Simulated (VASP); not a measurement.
Wanted: the native input for a VASP 6.6.1 run.

- Task: single point
- Functional: revPBE
- Potentials or basis: VASP PAW PBE potentials, release 64 (V_sv)
- Cutoff: 520 eV
- k mesh: 23 × 23 × 23
- Occupations: fermi-dirac, width 0.1 eV
- Spin: no spin polarisation
- Dipole correction: no
- Further INCAR settings: ALGO = Normal; EDIFF = 1e-06; NBANDS = 12

The structure of V lies in POSCAR:

```
V
1.0
    0.0000000000      1.9203659142      1.9203659142
    1.9203659142      0.0000000000      1.9203659142
    1.9203659142      1.9203659142      0.0000000000
V
1
Direct
    0.0000000000      0.0000000000      0.0000000000
```

One way to write it, as run:

INCAR

```
SYSTEM = V
ALGO = Normal
EDIFF = 1E-6
ENCUT = 520
GGA = RE
ISIF = 2
ISMEAR = -1
LASPH = .TRUE.
LCHARG = .FALSE.
LREAL = .FALSE.
LWAVE = .FALSE.
NBANDS = 12
NELM = 100
PREC = Accurate
SIGMA = 0.1
```

KPOINTS

```
k-points
0
G
  23 23 23
  0 0 0
```

Potentials or basis: VASP PAW PBE potentials, release 64 (V_sv).

Run with:

```console
$ cat potpaw_PBE.64/V_sv/POTCAR > POTCAR
$ mpirun -np 1 vasp_std > vasp.out
```

Results of the run:

```
Pressure : 0.2 GPa
```

Caveat: the PAW data sets were made with another functional, which shifts forces and pressure a little.

It took 67 s on 1 thread of Intel(R) Xeon(R) Platinum 8259CL CPU @ 2.50GHz (Skylake/Cascade Lake) (shared host), peak memory 0.16 GiB.
